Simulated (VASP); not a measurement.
A run of VASP 6.6.1 is set up as follows.

Contents of INCAR:

```
ALGO = Normal
EDIFF = 1E-7
ENCUT = 520
GGA = CA
ISIF = 2
ISMEAR = -1
LASPH = True
LCHARG = False
LREAL = False
LWAVE = False
NBANDS = 18
NELM = 80
PREC = Accurate
SIGMA = 0.08
```

File KPOINTS:

```
k-points
0
Gamma
  11 11 11
```

The input POSCAR:

```
GaCo
1.0
    2.7368874619      0.0000000000      0.0000000000
    0.0000000000      2.7368874619      0.0000000000
    0.0000000000      0.0000000000      2.7368874619
Ga Co
1 1
Direct
    0.5000000000      0.5000000000      0.5000000000
    0.0000000000      0.0000000000      0.0000000000
```

Potentials or basis: VASP PAW LDA potentials, release 64 (Ga_d, Co).

Run with:

```console
$ cat potpaw_LDA.64/Ga_d/POTCAR potpaw_LDA.64/Co/POTCAR > POTCAR
$ mpirun -np 1 vasp_std > vasp.out
```

Question: Predict the pressure.

Answer: 21.6 GPa.

Question: Estimate the band gap on the k mesh.

Answer: Zero (band 11 reaches 13.44 eV, above the bottom of band 12 at 11.48 eV).

 Spin polarisation is off, so any magnetic state and its effect on volume and gap are missing.
